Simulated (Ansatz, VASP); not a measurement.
**One calculation of HgTe, two programs**

```xyz
2
Lattice="0.0000 2.8631 2.9215 2.8631 0.0000 2.9215 2.8631 2.8631 0.0000" Properties=species:S:1:pos:R:3 pbc="T T T"
Hg    0.0000    0.0000    0.0000
Te    2.8631    2.8631    2.9215
```

Change from the starting cell: equal xx and yy strain of -2 %.

Alike in both runs: task single point; functional PBEsol; k mesh 12 × 12 × 12; occupations fermi-dirac, width 0.08 eV; no spin polarisation.

|  | VASP | Ansatz |
| --- | --- | --- |
| version | VASP 6.6.1 | Ansatz 0.2.0 |
| potentials or method | VASP PAW PBE potentials, release 64 (Hg, Te), cutoff 520 eV | all-electron LAPW, scalar-relativistic |

```csv
,VASP,Ansatz,Ansatz less VASP
pressure (GPa),10.5,10.1,-0.38
"traceless stress, the component that is largest in VASP (GPa)",-1.66,-1.60,+0.056
```

VASP's potentials were made for PBE, not for PBEsol. Ansatz ran all-electron here, and VASP with PAW potentials.

Neither program's run includes spin-orbit coupling.
